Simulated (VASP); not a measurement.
Input of a VASP 6.6.1 run:

File INCAR:

```
SYSTEM = NaH
PREC     = Accurate       ! precision mode
ENCUT    = 520            ! plane-wave cutoff, eV
EDIFF    = 1E-7           ! SCF threshold, eV
ISMEAR   = 0              ! smearing method
SIGMA    = 0.01           ! smearing width, eV
LREAL    = .FALSE.        ! projectors in reciprocal space
LASPH    = .TRUE.         ! aspherical terms in the spheres
NELM     = 100            ! most SCF steps
ALGO     = Normal         ! electronic algorithm
ISIF     = 2              ! what is computed and relaxed
LWAVE    = .FALSE.        ! write WAVECAR
LCHARG   = .FALSE.        ! write CHGCAR
GGA      = PE             ! functional
NBANDS   = 11             ! bands
```

Contents of KPOINTS:

```
regular mesh
0
G
  8 8 8
  0 0 0
```

Contents of POSCAR:

```
NaH
1.0
    0.0000000000      2.3958273670      2.3958273670
    2.3958273670      0.0000000000      2.3958273670
    2.3958273670      2.3958273670      0.0000000000
Na H
1 1
Direct
    0.0000000000      0.0000000000      0.0000000000
    0.5000000000      0.5000000000      0.5000000000
```

Potentials or basis: VASP PAW PBE potentials, release 64 (Na_pv, H).

Run with:

```bash
$ cat potpaw_PBE.64/Na_pv/POTCAR potpaw_PBE.64/H/POTCAR > POTCAR
$ mpirun -np 1 vasp_std > vasp.out
```

(1) What does it give for the band gap on the k mesh?

(2) Predict the pressure.

Answers

(1) 3.80 eV, indirect (least direct gap 4.67 eV).

(2) 0.6 GPa.
